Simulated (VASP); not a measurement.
Write the native input for VASP 6.6.1 that does the following.

* Task: single point
* Functional: BLYP
* Potentials or basis: VASP PAW PBE potentials, release 64 (Hf_pv, O)
* Cutoff: 600 eV
* k mesh: 8 × 8 × 8
* Occupations: gaussian, width 0.05 eV
* Spin: no spin polarisation
* Dipole correction: no
* Further INCAR settings: ALGO = Normal; EDIFF = 1e-06; NBANDS = 18

The structure of HfO2 lies in POSCAR:

```
HfO2
1.0
    0.0000000000      2.5543548989      2.5543548989
    2.5543548989      0.0000000000      2.5543548989
    2.5543548989      2.5543548989      0.0000000000
Hf O
1 2
Direct
    0.0000000000      0.0000000000      0.0000000000
    0.2500000000      0.2500000000      0.2500000000
    0.7500000000      0.7500000000      0.7500000000
```

The input as run:

INCAR

```
AGGAC    = 1.0          
AGGAX    = 1.0          
ALDAC    = 0.0          
ALDAX    = 1.0          
ALGO     = Normal         # electronic algorithm
EDIFF    = 1E-6           # SCF threshold, eV
ENCUT    = 600            # plane-wave cutoff, eV
GGA      = B5             # functional
GGA_COMPAT= False        
ISIF     = 2              # what is computed and relaxed
ISMEAR   = 0              # smearing method
LASPH    = True           # aspherical terms in the spheres
LCHARG   = True           # write CHGCAR
LELF     = True           # ELF
LREAL    = False          # projectors in reciprocal space
LVHAR    = True         
LWAVE    = False          # write WAVECAR
NBANDS   = 18             # bands
NELM     = 120            # most SCF steps
PREC     = Accurate       # precision mode
SIGMA    = 0.05           # smearing width, eV
```

KPOINTS

```
k-points
0
Gamma
  8 8 8
```

Potentials or basis: VASP PAW PBE potentials, release 64 (Hf_pv, O).

Launch:

```sh
$ cat potpaw_PBE.64/Hf_pv/POTCAR potpaw_PBE.64/O/POTCAR > POTCAR
$ mpirun -np 1 vasp_std > vasp.out
```

It gave:

The pressure is 1.8 GPa. The band gap on the k mesh is 3.82 eV.

Caveat: the PAW data sets were made with another functional, which shifts forces and pressure a little; spin-orbit coupling is left out, which moves the levels of the heavy elements.

Wall time 45 s on 1 thread of Intel Xeon 8259CL (shared host), peak memory 0.18 GiB.
